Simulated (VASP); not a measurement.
Wanted: the native input for a VASP 6.6.1 run.

- Task: relaxation of cell and atoms
- Functional: PBEsol
- Potentials or basis: VASP PAW PBE potentials, release 64 (Si, C)
- Cutoff: 600 eV
- k mesh: 12 × 12 × 2
- Occupations: gaussian, width 0.02 eV
- Spin: no spin polarisation
- Dipole correction: no
- Further INCAR settings: ALGO = Normal; EDIFF = 1e-06; IBRION = 2; EDIFFG = -0.005; NSW = 70; ISIF = 3

The structure of SiC lies in POSCAR:

```
SiC
1.0
    3.0949980732      0.0000000000      0.0000000000
   -1.5474990366      2.6803469561      0.0000000000
    0.0000000000      0.0000000000     15.1864399598
Si C
6 6
Direct
    0.0000000000      0.0000000000      0.1250399221
    0.0000000000      0.0000000000      0.6250399221
    0.3333333333      0.6666666667      0.2918177992
    0.6666666667      0.3333333333      0.7918177992
    0.3333333333      0.6666666667      0.9583095063
    0.6666666667      0.3333333333      0.4583095063
    0.0000000000      0.0000000000     -0.0003123164
    0.0000000000      0.0000000000      0.4996876836
    0.3333333333      0.6666666667      0.1668296831
    0.6666666667      0.3333333333      0.6668296831
    0.3333333333      0.6666666667      0.8333154056
    0.6666666667      0.3333333333      0.3333154056
```

The input as run:

INCAR

```
ALGO     = Normal         # electronic algorithm
EDIFF    = 1E-6           # SCF threshold, eV
EDIFFG   = -0.005         # ionic threshold
ENCUT    = 600            # plane-wave cutoff, eV
GGA      = PS             # functional
IBRION   = 2              # ionic algorithm
ISIF     = 3              # what is computed and relaxed
ISMEAR   = 0              # smearing method
LASPH    = True           # aspherical terms in the spheres
LCHARG   = False          # write CHGCAR
LREAL    = False          # projectors in reciprocal space
LWAVE    = False          # write WAVECAR
NELM     = 100            # most SCF steps
NSW      = 70             # ionic steps
PREC     = Accurate       # precision mode
SIGMA    = 0.02           # smearing width, eV
```

KPOINTS

```
k-points
0
Gamma
  12 12 2
```

Potentials or basis: VASP PAW PBE potentials, release 64 (Si, C).

Launch:

```bash
$ cat potpaw_PBE.64/Si/POTCAR potpaw_PBE.64/C/POTCAR > POTCAR
$ mpirun -np 1 vasp_std > vasp.out
```

Results of the run:

```
Relaxed volume                         : 10.34 Å³/atom
Relaxed cell                           : a = 3.080 Å, b = 3.080 Å, c = 15.112 Å, α = 90.00°, β = 90.00°, γ = 120.00°
Space group after relaxing (to 0.05 Å) : P6_3mc (No. 186)
Energy gained by relaxing              : 1.5 meV/atom
Ionic steps                            : 3
Pressure after relaxing                : 0.0 GPa
Largest force after relaxing           : 0.004 eV/Å
Band gap on the k mesh                 : 1.91 eV, indirect (least direct gap 3.02 eV)
```

Caveat: the PAW data sets were made with another functional, which shifts forces and pressure a little.

It took 6.4 min on 1 thread of Intel(R) Xeon(R) 6975P-C (Granite Rapids), on a shared host, peak memory 0.37 GiB.
